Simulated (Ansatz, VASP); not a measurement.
# AlN: VASP beside Ansatz

```
CELL_PARAMETERS angstrom
0.00000 1.93279 2.03452
1.93279 0.00000 2.03452
1.93279 1.93279 0.00000
ATOMIC_POSITIONS crystal
Al 0.50000 0.50000 0.50000
N 0.00000 0.00000 0.00000
```

Change from the starting cell: strain -0.050 along x and y, +0.000 along z, atoms carried along.

Alike in both runs: task single point; functional LDA; k mesh 10 × 10 × 10; occupations gaussian, width 0.05 eV; no spin polarisation.

```csv
,VASP,Ansatz
version,VASP 6.6.1,Ansatz 0.2.0
potentials or method,"VASP PAW LDA potentials, release 64 (Al, N), cutoff 600 eV","scalar-relativistic, plane waves, PAW"
valence electrons in the cell,8,8
```

|  | VASP | Ansatz | Ansatz less VASP |
| --- | --- | --- | --- |
| gap on the k mesh at the Fermi level (eV) | 4.68 | 4.68 | +0.004 |
| least direct gap on the mesh (eV) | 6.75 | 6.72 | -0.025 |
| pressure (GPa) | 20.8 | 20.1 | -0.77 |
| traceless stress, the component that is largest in VASP (GPa) | -14.14 | -13.74 | +0.396 |

LDA's correlation is that of Perdew and Zunger in VASP and of Perdew and Wang (1992) in Ansatz.
